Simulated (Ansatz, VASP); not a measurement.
Two plane-wave programs on AlRh

The input INCAR:

```
SYSTEM = AlRh
  PREC = Accurate
  ENCUT = 520
  EDIFF = 1E-6
  ISMEAR = -1
  SIGMA = 0.1
  LREAL = .FALSE.
  LASPH = .TRUE.
  NELM = 100
  ALGO = Normal
  ISIF = 2
  LWAVE = .FALSE.
  LCHARG = .FALSE.
  LDIPOL = .TRUE.
  IDIPOL = 3
  DIPOL = 0.5 0.5 0.500
  GGA = CA
  NBANDS = 66
```

The input KPOINTS:

```
regular mesh
0
G
  4 6 1
  0 0 0
```

Contents of POSCAR:

```
AlRh
1.0
    4.2105691520      0.0000000000      0.0000000000
    0.0000000000      2.9773220000      0.0000000000
    0.0000000000      0.0000000000     22.5264228799
Al Rh
6 6
Direct
    0.0000000000      0.0000000000      0.2663538739
    0.5000000000      0.0000000000      0.3598123244
    0.0000000000      0.0000000000      0.4532707748
    0.5000000000      0.0000000000      0.5467292252
    0.0000000000      0.0000000000      0.6401876756
    0.5000000000      0.0000000000      0.7336461261
    0.5000000000      0.5000000000      0.2663538739
    0.0000000000      0.5000000000      0.3598123244
    0.5000000000      0.5000000000      0.4532707748
    0.0000000000      0.5000000000      0.5467292252
    0.5000000000      0.5000000000      0.6401876756
    0.0000000000      0.5000000000      0.7336461261
```

Input for Ansatz:

```yaml
crystal:
  lattice:
    - [4.2105691519517885, 0.0, 0.0]
    - [0.0, 2.977322, 0.0]
    - [0.0, 0.0, 22.52642287987947]
  atoms:
    - { symbol: Al, position: [0.0, 0.0, 0.26635387393704574] }
    - { symbol: Rh, position: [0.5000000000000001, 0.5, 0.26635387393704574] }
    - { symbol: Al, position: [0.5000000000000001, 0.0, 0.3598123243622275] }
    - { symbol: Rh, position: [0.0, 0.5, 0.3598123243622274] }
    - { symbol: Al, position: [2.220446049250313e-16, 0.0, 0.4532707747874092] }
    - { symbol: Rh, position: [0.5, 0.5, 0.4532707747874092] }
    - { symbol: Al, position: [0.5, 0.0, 0.5467292252125908] }
    - { symbol: Rh, position: [4.440892098500626e-16, 0.5, 0.5467292252125908] }
    - { symbol: Al, position: [4.440892098500626e-16, 0.0, 0.6401876756377726] }
    - { symbol: Rh, position: [0.5000000000000004, 0.5, 0.6401876756377726] }
    - { symbol: Al, position: [0.5000000000000004, 0.0, 0.7336461260629542] }
    - { symbol: Rh, position: [4.440892098500626e-16, 0.5, 0.7336461260629542] }
kpoints:
  mp_grid:
    grid: [4, 6, 1]
hamiltonian:
  xc: lda
efield:
  axis: 3
  dipole_correction: true
scf:
  occupations:
    method: fermi_dirac
output:
  write_potential: true
  forces: true
```

Alike in both runs: task single point; functional LDA; k mesh 4 × 6 × 1; no spin polarisation.

|  | VASP | Ansatz |
| --- | --- | --- |
| version | VASP 6.6.1 | Ansatz 0.2.0 |
| potentials or method | VASP PAW LDA potentials, release 64 (Al, Rh_pv) | plane waves, PAW |
| plane-wave cutoff (eV) | 520 | 420 |
| occupations | fermi-dirac, width 0.1 eV | fermi-dirac |
| valence electrons in the cell | 108 | 120 |

Ansatz gave:

| Quantity | Value |
| --- | --- |
| gap on the k mesh at the Fermi level (eV) | none |
| rms of the force components (eV/Å) | 0.361 |

Estimate VASP's values.

gap on the k mesh at the Fermi level (eV): none; rms of the force components (eV/Å): 0.355.

LDA's correlation is that of Perdew and Zunger in VASP and of Perdew and Wang (1992) in Ansatz. A gap of «none» marks a metal or a gap that the smearing closes. VASP's potentials hold 108 valence electrons a cell and Ansatz's 120, so a difference there can come from the potentials and not from the codes. Ansatz's warnings: vacuum density over bound, xc potential rough in thin density.

The k mesh is coarse, so the values compare programs but aren't converged.
